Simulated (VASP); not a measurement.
A run of VASP 6.6.1:

File INCAR:

```
PREC     = Accurate       # precision mode
ENCUT    = 520            # plane-wave cutoff, eV
EDIFF    = 1E-7           # SCF threshold, eV
ISMEAR   = -1             # smearing method
SIGMA    = 0.2            # smearing width, eV
LREAL    = F              # projectors in reciprocal space
LASPH    = T              # aspherical terms in the spheres
NELM     = 100            # most SCF steps
ALGO     = Normal         # electronic algorithm
ISIF     = 2              # what is computed and relaxed
LWAVE    = F              # write WAVECAR
LCHARG   = F              # write CHGCAR
GGA      = PS             # functional
NBANDS   = 34             # bands
```

File KPOINTS:

```
Automatic mesh
0
Gamma
  10 10 4
```

File POSCAR:

```
InSe2
1.0
    3.8948930000      0.0000000000      0.0000000000
    0.0000000000      3.8948930000      0.0000000000
    0.0000000000      0.0000000000      9.6262310000
In Se
2 4
Direct
    0.0000000000      0.5000000000      0.7064680000
    0.5000000000      0.0000000000      0.2935320000
    0.0000000000      0.5000000000      0.3662120000
    0.5000000000      0.0000000000      0.6337880000
    0.0000000000      0.0000000000      0.0000000000
    0.5000000000      0.5000000000      0.0000000000
```

Potentials or basis: VASP PAW PBE potentials, release 64 (In_d, Se).

Command:

```bash
$ cat potpaw_PBE.64/In_d/POTCAR potpaw_PBE.64/Se/POTCAR > POTCAR
$ mpirun -np 1 vasp_std > vasp.out
```

Hardware: 1 thread of Intel Xeon 6975P-C, on a shared host.

Estimate the wall time of this run.

It took 4.8 min on 1 thread of Intel Xeon 6975P-C (shared host), peak memory 0.4 GiB. Counts: scf iterations 14, k points 63.
